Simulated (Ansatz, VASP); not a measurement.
One calculation of InAs, two programs

Contents of POSCAR:

```
InAs
1.0
    0.0000000000      3.0240445683      3.0240445683
    3.0240445683      0.0000000000      3.0240445683
    3.0240445683      3.0240445683      0.0000000000
In As
1 1
Direct
    0.0000000000      0.0000000000      0.0000000000
    0.2500000000      0.2500000000      0.2500000000
```

Contents of INCAR.step1:

```
ALGO = Normal
EDIFF = 1E-4
ENCUT = 520
GGA = PE
ISMEAR = -1
LASPH = True
LCHARG = False
LREAL = False
LWAVE = True
NBANDS = 16
NELM = 80
PREC = Accurate
SIGMA = 0.02
```

Contents of INCAR.step2:

```
ALGO = Normal
EDIFF = 1E-6
ENCUT = 520
ISIF = 2
ISMEAR = -1
ISTART = 1
LASPH = True
LCHARG = False
LMIXTAU = True
LREAL = False
LWAVE = False
METAGGA = R2SCAN
NBANDS = 16
NELM = 80
PREC = Accurate
SIGMA = 0.02
```

File KPOINTS:

```
k-points
0
Gamma
  8 8 8
```

Input for Ansatz:

```yaml
crystal:
  lattice:
    - [0.0, 3.0240445683, 3.0240445683]
    - [3.0240445683, 0.0, 3.0240445683]
    - [3.0240445683, 3.0240445683, 0.0]
  atoms:
    - { symbol: In, position: [0.0, 0.0, 0.0] }
    - { symbol: As, position: [0.25, 0.25, 0.25] }
kpoints:
  mp_grid: { grid: [8, 8, 8] }
  band_path:
    path:
      - [0.0, 0.0, 0.0]
      - [-0.5, -0.5, 0.0]
      - [-0.375, -0.375, 0.25]
      - [-0.375, 0.0, 0.375]
      - [0.0, 0.0, 0.5]
      - [-0.5, -0.25, 0.25]
    npoints: 1
hamiltonian:
  xc: r2scan
scf:
  occupations: { method: fermi_dirac, width: 0.02 }
  n_extra_bands: 4
output:
  forces: true
  stress: true
  eigenvalues: true
  write_density: true
  write_potential: true
  elf: true
  volumetric_format: npy
```

Change from the starting cell: hydrostatic strain -1.0%.

Alike in both runs: task single point; functional r2SCAN; k mesh 8 × 8 × 8; occupations fermi-dirac, width 0.02 eV; no spin polarisation.

```csv
,VASP,Ansatz
version,VASP 6.6.1,Ansatz 0.2.0
potentials or method,"VASP PAW PBE potentials, release 64 (In_d, As)","plane waves, PAW"
plane-wave cutoff (eV),520,500
valence electrons in the cell,18,28
```

|  | VASP | Ansatz | Ansatz less VASP |
| --- | --- | --- | --- |
| pressure (GPa) | 1.8 | 1.8 | 0.00 |

VASP's potentials were made for PBE, not for r2SCAN. VASP's potentials hold 18 valence electrons a cell and Ansatz's 28, so a difference there can come from the potentials and not from the codes.
